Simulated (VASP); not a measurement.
# PtSe2 (Sudovikovite) (P-3m1) in VASP: notebook

PtSe2 (Sudovikovite) is run at these levels: LDA; tasks: single point.

Program: VASP 6.6.1. These are calculated values, not measurements. Logs are shortened: lines on timing, memory, paths and dates and some standing lists are left out, and cuts for length are marked.

### Step 1. The cell of the first run

The structure is trigonal, space group P-3m1 (No. 164). Conventional cell: a = 3.724 Å, b = 3.724 Å, c = 5.062 Å, α = 90.00°, β = 90.00°, γ = 120.00°. Pt (site symmetry -3m) has 6 Se at 2.49 Å within 3.3 Å. Se (site symmetry 3m) has 3 Pt at 2.49 Å within 3.3 Å.

### Step 2. Single point, LDA

File INCAR:

```
PREC = Accurate
ENCUT = 520
EDIFF = 1E-6
ISMEAR = 0
SIGMA = 0.3
LREAL = False
LASPH = True
NELM = 100
ALGO = Normal
ISIF = 2
LWAVE = False
LCHARG = False
NBANDS = 18
```

File KPOINTS:

```
Automatic mesh
0
Gamma
  9 9 6
```

File POSCAR:

```
PtSe2
1.0
    3.7240000000      0.0000000000      0.0000000000
   -1.8620000000      3.2250790000      0.0000000000
    0.0000000000      0.0000000000      5.0620000000
Pt Se
1 2
Direct
    0.0000000000      0.0000000000      0.0000000000
    0.3333333333      0.6666666667      0.2500000000
    0.6666666667      0.3333333333      0.7500000000
```

Potentials or basis: VASP PAW LDA potentials, release 64 (Pt, Se).

Started as:

```sh
$ cat potpaw_LDA.64/Pt/POTCAR potpaw_LDA.64/Se/POTCAR > POTCAR
$ mpirun -np 1 vasp_std > vasp.out
```

OUTCAR:

```text
PREC = Accurate
   ENCUT = 520
   EDIFF = 1E-6
   ISMEAR = 0
   LREAL = False
   LASPH = True
   NELM = 100
   ISIF = 2

 ion  position               nearest neighbor table
   1  0.000  0.000  0.000-   2 2.49   3 2.49   3 2.49   2 2.49   3 2.49   2 2.49
   2  0.333  0.667  0.250-   1 2.49   1 2.49   1 2.49
   3  0.667  0.333  0.750-   1 2.49   1 2.49   1 2.49

  LATTYP: Found a hexagonal cell.
 ALAT       =     3.7240000000
 C/A-ratio  =     1.3592910849

  Lattice vectors:

 A1 = (   3.7240000000,   0.0000000000,   0.0000000000)
 A2 = (  -1.8620000000,   3.2250790000,   0.0000000000)
 A3 = (   0.0000000000,   0.0000000000,   5.0620000000)

Analysis of symmetry for initial positions (statically):
=====================================================================
 Subroutine PRICEL returns:
 Original cell was already a primitive cell.

 Routine SETGRP: Setting up the symmetry group for a
 hexagonal supercell.

 Subroutine GETGRP returns: Found 12 space group operations
 (whereof 12 operations were pure point group operations)
 out of a pool of 24 trial point group operations.

The static configuration has the point symmetry D_3d.

Analysis of symmetry for dynamics (positions and initial velocities):
=====================================================================
 Subroutine PRICEL returns:
 Original cell was already a primitive cell.

 Routine SETGRP: Setting up the symmetry group for a
 hexagonal supercell.

 Subroutine GETGRP returns: Found 12 space group operations
 (whereof 12 operations were pure point group operations)
 out of a pool of 24 trial point group operations.

The dynamic configuration has the point symmetry D_3d.

 Subroutine INISYM returns: Found 12 space group operations
 (whereof 12 operations are pure point group operations),
 and found     1 'primitive' translations

----------------------------------------------------------------------------------------

                                     Primitive cell

  volume of cell :      60.7956

  direct lattice vectors                    reciprocal lattice vectors
     3.724000000  0.000000000  0.000000000     0.268528464  0.155034962  0.000000000
    -1.862000000  3.225079000  0.000000000     0.000000000  0.310069924  0.000000000
[... 79 lines left out ...]
   ISTART =      0    job   : 0-new  1-cont  2-samecut
   ICHARG =      2    charge: 1-file 2-atom 10-const
   ISPIN  =      1    spin polarized calculation?
   LNONCOLLINEAR =      F non collinear calculations
   LSORBIT =      F    spin-orbit coupling
   LASPH  =      T    aspherical Exc in radial PAW
   ENCUT  =  520.0 eV  38.22 Ry    6.18 a.u.   6.92  6.92  9.41*2*pi/ulx,y,z
   NELM   =    100;   NELMIN=  2; NELMDL= -5     # of ELM steps
   EDIFF  = 0.1E-05   stopping-criterion for ELM
   LREAL  =      F    real-space projection
   EDIFFG = 0.1E-04   stopping-criterion for IOM
   NSW    =      0    number of steps for IOM
   IBRION =     -1    ionic relax: 0-MD 1-quasi-New 2-CG
   NFREE  =      0    steps in history (QN), initial steepest desc. (CG)
   ISIF   =      2    stress and relaxation
   ISYM   =      2    0-nonsym 1-usesym 2-fastsym
   POTIM  = 0.5000    time-step for ionic-motion
   TEBEG  =    0.0;   TEEND  =   0.0 temperature during run
   PSTRESS=    0.0 pullay stress
   NELECT =      22.0000    total number of electrons
   NUPDOWN=      -1.0000    fix difference up-down
   EMIN   =  10.00;   EMAX   =-10.00  energy-range for DOS
   EFERMI =   0.00;   METHOD = LEGACY
   ISMEAR =     0;   SIGMA  =   0.30  broadening in eV -4-tet -1-fermi 0-gaus
   EFERMI_NEDOS =   21; number of points for ismear=-14 and -15
   IALGO  =     38    algorithm
   IMIX   =      4    mixing-type and parameters
     AMIX     =   0.40;   BMIX     =  1.00
     AMIX_MAG =   1.60;   BMIX_MAG =  1.00
  volume/ion in A,a.u.               =      20.27       136.76
  Fermi-wavevector in a.u.,A,eV,Ry     =   1.166608  2.204570 18.517183  1.360975
  Thomas-Fermi vector in A             =   2.303119
   LORBIT       =      0    0 simple, 1 ext, 2 COOP (PROOUT), +10 PAW based schemes
   GGA     = CA    functional components
   LHFCALC =     F    Hartree Fock is set to
   AEXX    =    0.0000 exact exchange contribution
   IVDW    =     0    specifies the selected vdW correction
   LEPSILON=     F    determine dielectric tensor
   LRPA    =     F    only Hartree local field effects (RPA)
 non-spin polarized calculation
 Gauss-broadening in eV      SIGMA  =   0.30
  energy-cutoff  :      520.00
  volume of cell :       60.80
 maximum number of plane-waves:      1650
   NGX = 13   NGY = 13   NGZ = 19

 number of electron      21.9999998 magnetization

 Free energy of the ion-electron system (eV)
  ---------------------------------------------------
  ext. energy  EPLUGINS =         0.00000000
  ---------------------------------------------------
  free energy    TOTEN  =       -17.07373344 eV

  energy without entropy =      -17.04271665  energy(sigma->0) =      -17.05822505

 E-fermi :   6.4382     XC(G=0): -10.9000

 val. band max:        6.3197763542   @ k =   0.0000   0.2222   0.1667
 cond. band min:       6.4811665780   @ k =   0.3333   0.3333   0.0000
 fundamental gap:      0.1613902238
 Fermi energy:         6.4382355878

 k-point     1 :       0.0000    0.0000    0.0000
  band No.  band energies     occupation
      1      -9.2172      2.00000
      2      -6.3946      2.00000
      3      -0.7001      2.00000
      4       0.0053      2.00000
      5       0.0053      2.00000
      6       2.4957      2.00000
[... 481 lines left out ...]
      5       0.8033      2.00000
      6       1.2313      2.00000
[... 10 lines left out ...]
     17      14.2295      0.00000
     18      16.0745      0.00000

 [... further k-points ...]
[... 5 lines left out ...]
  --------------------------------------------------------------------------------------
  -------------------------------------------------------------------------------------
  Total        0.1619529      0.1619530     -0.3864033      0.0000000     -0.0000000      0.0000000
  in kB        4.2680277      4.2680287    -10.1830815      0.0000000     -0.0000000      0.0000000
  external PRESSURE =      -0.5490084 kB  Pullay stress =       0.0000000 kB

 VOLUME and BASIS-vectors are now :
 -----------------------------------------------------------------------------
  energy-cutoff  :      520.00
  volume of cell :       60.80
      direct lattice vectors                 reciprocal lattice vectors
     3.724000000  0.000000000  0.000000000     0.268528464  0.155034962  0.000000000
    -1.862000000  3.225079000  0.000000000     0.000000000  0.310069924  0.000000000
     0.000000000  0.000000000  5.062000000     0.000000000  0.000000000  0.197550375

 POSITION                                       TOTAL-FORCE (eV/Angst)
 -----------------------------------------------------------------------------------
      0.00000      0.00000      0.00000         0.000000      0.000000      0.000000
     -0.00000      2.15005      1.26550        -0.000000     -0.000000      0.224329
      1.86200      1.07503      3.79650         0.000000      0.000000     -0.224329
 -----------------------------------------------------------------------------------
    total drift:                               -0.000000     -0.000000     -0.000000

  FREE ENERGIE OF THE ION-ELECTRON SYSTEM (eV)
  ---------------------------------------------------
  free  energy   TOTEN  =       -17.0737334439 eV

  energy  without entropy=      -17.0427166464  energy(sigma->0) =      -17.05822505
```

stdout:

```text
POSCAR found type information on POSCAR PtSe
 POSCAR found :  2 types and       3 ions
 scaLAPACK will be used
 LDA part: xc-table for (Slater(with rela. corr.)+CA(PZ))
 , standard interpolation
 POSCAR, INCAR and KPOINTS ok, starting setup
 FFT: planning ... GRIDC
 FFT: planning ... GRID_SOFT
 FFT: planning ... GRID
 WAVECAR not read
 entering main loop
```

It took 76 s on 1 thread of AMD EPYC 7R43 (Zen 3), shared host; peak memory 0.16 GiB.

Results:

```
Free energy            : -17.0737 eV
Pressure               : -0.1 GPa
Largest force          : 0.224 eV/Å
Band gap on the k mesh : zero (band 11 reaches 6.91 eV, above the bottom of band 12 at 6.48 eV)
```

Forces on the atoms (eV/Å):
```
Pt   0.000  0.000  0.000
Se   0.000  0.000  0.224
Se   0.000  0.000 -0.224
```

Caveat: spin-orbit coupling is left out, which moves the levels of the heavy elements.

### Step 3. Single point, LDA

File INCAR:

```
PREC = Accurate
ENCUT = 520
EDIFF = 1E-7
ISMEAR = 0
SIGMA = 0.2
LREAL = F
LASPH = T
NELM = 60
ALGO = Normal
ISIF = 2
LWAVE = F
LCHARG = F
NBANDS = 18
```

KPOINTS is that of step 2.

POSCAR is that of step 2.

Potentials or basis: VASP PAW LDA potentials, release 64 (Pt, Se).

Started as:

```sh
$ cat potpaw_LDA.64/Pt/POTCAR potpaw_LDA.64/Se/POTCAR > POTCAR
$ mpirun -np 1 vasp_std > vasp.out
```

Wall time 76 s (1 thread of AMD EPYC 7R43 (Zen 3), shared host); peak memory 0.16 GiB.

It converged, with:

| Item | Value |
| --- | --- |
| Free energy | -17.0653 eV |
| Pressure | -0.1 GPa |
| Largest force | 0.219 eV/Å |
| Band gap on the k mesh | zero (band 11 reaches 6.91 eV, above the bottom of band 12 at 6.48 eV) |

Forces on the atoms (eV/Å):
```
Pt   0.000  0.000  0.000
Se   0.000  0.000  0.219
Se   0.000  0.000 -0.219
```

Stress tensor (GPa, compression positive):
```
 0.38  0.00  0.00
 0.00  0.38  0.00
 0.00  0.00 -0.98
```

Levels at points of the mesh, in eV from the Fermi level:
| k point | band 7 | band 8 | band 9 | band 10 | band 11 | band 12 | band 13 | band 14 | band 15 | band 16 |
| --- | --- | --- | --- | --- | --- | --- | --- | --- | --- | --- |
| (0.00, 0.00, 0.00) | -3.99 | -2.53 | -1.03 | -1.03 | 0.44 | 1.48 | 1.48 | 3.54 | 4.08 | 7.27 |
| (0.00, 0.00, 0.50) | -4.02 | -2.97 | -1.67 | -1.46 | -1.46 | 2.33 | 2.33 | 4.76 | 6.26 | 6.76 |

Caveat: spin-orbit coupling is left out, which moves the levels of the heavy elements.
